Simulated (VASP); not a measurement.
Runs of VASP 6.6.1 on SiB2. The structure is that of space group Fm-3m (No. 225), or close to it. The cells are those of the table. The cell was built from a structure type or drawn by symmetry, and may not be a known phase.

| task | cell | k mesh | cutoff (eV) | gap on the mesh (eV) | pressure (GPa) | relaxed volume (Å³/atom) |
| --- | --- | --- | --- | --- | --- | --- |
| single point | a = 3.455 Å, angles 60.0°, 3 atoms | 6 × 6 × 6 | 520 | none | -0.1 | - |
| single point | a = 3.447 Å, angles 60.0°, 3 atoms | 16 × 16 × 16 | 520 | none | -0.2 | - |
| single point | a = 3.640 Å, angles 60.0°, 3 atoms | 6 × 6 × 6 | 520 | none | (b) | - |
| relaxation of cell and atoms | relaxed from a = 3.640 Å, angles 60.0°, 3 atoms | 6 × 6 × 6 | 600 | none | 0.3 | (a) |
| relaxation of cell and atoms | relaxed from a = 3.455 Å, angles 60.0°, 3 atoms | 16 × 16 × 16 | 600 | none | 0.0 | 9.65 |

Alike in all rows: level PBE; potentials or basis VASP PAW PBE potentials, release 64 (Si, B); no spin polarisation; smearing gaussian 0.1 eV.

Task: Estimate the missing entries.

Result: (a) 9.69; (b) -16.9.

Caveats: some runs use coarse meshes; the cell stands under tension (at least some runs).

A gap of «none» marks levels without a gap at the run's occupations.
